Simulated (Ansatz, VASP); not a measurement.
# One calculation of C19O, two programs

```
C O
1.0
     7.39800    0.00000    0.00000
    -3.69900    6.40686    0.00000
     0.00000    0.00000   12.00000
C O
19 1
Cartesian
  0.0039 -0.0138 0.8947
  1.2392 0.6630 0.9994
  -1.2369 2.1352 0.8947
  -0.0331 2.8666 0.9993
  -2.4563 4.2697 0.9006
  -1.2380 4.9732 0.9009
  2.4547 -0.0072 0.9597
  3.7162 0.7213 0.9594
  1.1675 2.0908 1.3127
  2.5425 2.8847 1.3173
  -0.0057 4.2544 0.9596
  1.2558 4.9826 0.9593
  4.9484 0.0024 0.8994
  6.1669 0.7059 0.8988
  3.7438 2.1088 1.0013
  4.9471 2.8404 0.8958
  2.4714 4.3128 1.0012
  3.7066 4.9892 0.8958
  1.8538 2.4873 2.5578
  1.8469 2.4847 3.7524
```

Alike in both runs: functional PBEsol; k mesh 2 × 2 × 1; occupations gaussian, width 0.05 eV; no spin polarisation.

Ansatz relaxed the structure, and its values are those at the end. VASP's run is a single point on that final structure, the one shown.

|  | VASP | Ansatz |
| --- | --- | --- |
| version | VASP 6.6.1 | Ansatz 0.2.0 |
| potentials or method | VASP PAW PBE potentials, release 64 (C, O), cutoff 520 eV | scalar-relativistic, plane waves, PAW |
| valence electrons in the cell | 82 | 82 |

```tsv
	VASP	Ansatz	Ansatz less VASP
rms of the force components (eV/Å)	0.111	0.005	-0.1059
```

VASP's potentials were made for PBE, not for PBEsol, and Ansatz warns of the same on its side.

The k mesh is coarse, so the values compare programs but aren't converged. Noted on VASP's run: the standard files for N, O and F lose accuracy on very short bonds.
